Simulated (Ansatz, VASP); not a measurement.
## Two plane-wave programs on Nb32H

```
Nb H
1.0
     0.00000    6.61715    6.61715
     6.61715    0.00000    6.61715
     6.61715    6.61715    0.00000
Nb H
32 1
Direct
  0.99938 0.99849 0.99893
  0.12438 0.12769 0.12614
  0.25117 0.24838 0.25030
  0.37501 0.37537 0.37124
  0.00137 0.00002 0.49664
  0.12422 0.12764 0.62618
  0.25087 0.24167 0.75564
  0.37490 0.37515 0.87883
  0.00043 0.49873 0.99900
  0.12380 0.62561 0.12900
  0.25240 0.75186 0.24364
  0.37560 0.87748 0.37534
  0.99935 0.49718 0.49875
  0.11808 0.63328 0.63063
  0.25199 0.74925 0.74882
  0.37519 0.87635 0.87600
  0.50346 0.99842 0.99900
  0.62486 0.12527 0.12489
  0.75168 0.24764 0.24889
  0.87441 0.37551 0.37649
  0.50239 0.99918 0.49762
  0.62410 0.12616 0.62517
  0.75169 0.24699 0.75071
  0.87224 0.37425 0.87850
  0.50164 0.49936 0.99924
  0.62200 0.62577 0.12869
  0.75158 0.75108 0.24617
  0.87141 0.87818 0.37559
  0.50962 0.49867 0.49859
  0.62311 0.62615 0.62774
  0.75119 0.74820 0.74833
  0.87352 0.87746 0.87701
  0.31013 0.44077 0.56334
```

Alike in both runs: functional PBE; k mesh 1 × 1 × 1; occupations methfessel-paxton of order 1, width 0.1 eV; no spin polarisation.

Ansatz relaxed the structure, and its values are those at the end. VASP's run is a single point on that final structure, the one shown.

|  | VASP | Ansatz |
| --- | --- | --- |
| version | VASP 6.6.1 | Ansatz 0.2.0 |
| potentials or method | VASP PAW PBE potentials, release 64 (Nb_sv, H), cutoff 520 eV | plane-wave PAW DFT |
| valence electrons in the cell | 417 | 417 |

```tsv
	VASP	Ansatz	Ansatz less VASP
rms of the force components (eV/Å)	0.009	0.008	-0.0014
```

The functional is the same, so the differences come from potentials, cutoffs and numerics.
